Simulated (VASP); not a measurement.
## Hf2Si2Os: single point with r2SCAN

Crystal: Hf2Si2Os.

```
Os Si Hf
1.0
     6.48505    0.00000    0.00000
     0.00000    6.48505    0.00000
     0.00000    0.00000    4.05112
Os Si Hf
2 4 4
Direct
  0.00000 0.00000 0.00000
  0.50000 0.50000 0.00000
  0.37600 0.87600 0.00000
  0.12400 0.37600 0.00000
  0.62400 0.12400 0.00000
  0.87600 0.62400 0.00000
  0.17689 0.67689 0.50000
  0.32311 0.17689 0.50000
  0.82311 0.32311 0.50000
  0.67689 0.82311 0.50000
```

| Quantity | Value |
| --- | --- |
| Program | VASP 6.6.1 |
| Task | single point |
| Functional | r2SCAN |
| Potentials or basis | VASP PAW PBE potentials, release 64 (Os, Si, Hf_pv) |
| Cutoff | 520 eV |
| k mesh | 3 × 3 × 5 |
| Occupations | fermi-dirac, width 0.023 eV |
| Spin | no spin polarisation |
| Dipole correction | no |
| Further INCAR settings | ALGO = Normal; EDIFF = 1e-06; NBANDS = 47 |

| Property | Result |
| --- | --- |
| Pressure | -10.7 GPa |
| Largest force | 1.951 eV/Å |
| Band gap on the k mesh | zero (bands 36 and 37 overlap by 0.18 eV) |

Forces on the atoms (eV/Å):
```
Os   0.000  0.000  0.000
Os   0.000  0.000  0.000
Si  -1.379 -1.379  0.000
Si   1.379 -1.379  0.000
Si   1.379  1.379  0.000
Si  -1.379  1.379  0.000
Hf   0.090  0.090  0.000
Hf  -0.090  0.090  0.000
Hf  -0.090 -0.090  0.000
Hf   0.090 -0.090  0.000
```

Stress tensor (GPa, compression positive):
```
-13.72   0.00   0.00
  0.00 -13.72   0.00
  0.00   0.00  -4.73
```

Levels at points of the mesh, in eV from the Fermi level:
```tsv
k point	band 34	band 35	band 36	band 37	band 38	band 39
(0.00, 0.00, 0.00)	-0.80	-0.80	-0.47	0.71	0.82	1.28
```

Wall time 4.2 min on 1 thread of Intel(R) Xeon(R) Platinum 8259CL CPU @ 2.50GHz (Skylake/Cascade Lake), with other jobs on the host, peak memory 0.31 GiB.

Caveat: the cell stands under tension; the PAW data sets were made with another functional, which shifts forces and pressure a little; spin-orbit coupling is left out, which moves the levels of the heavy elements.
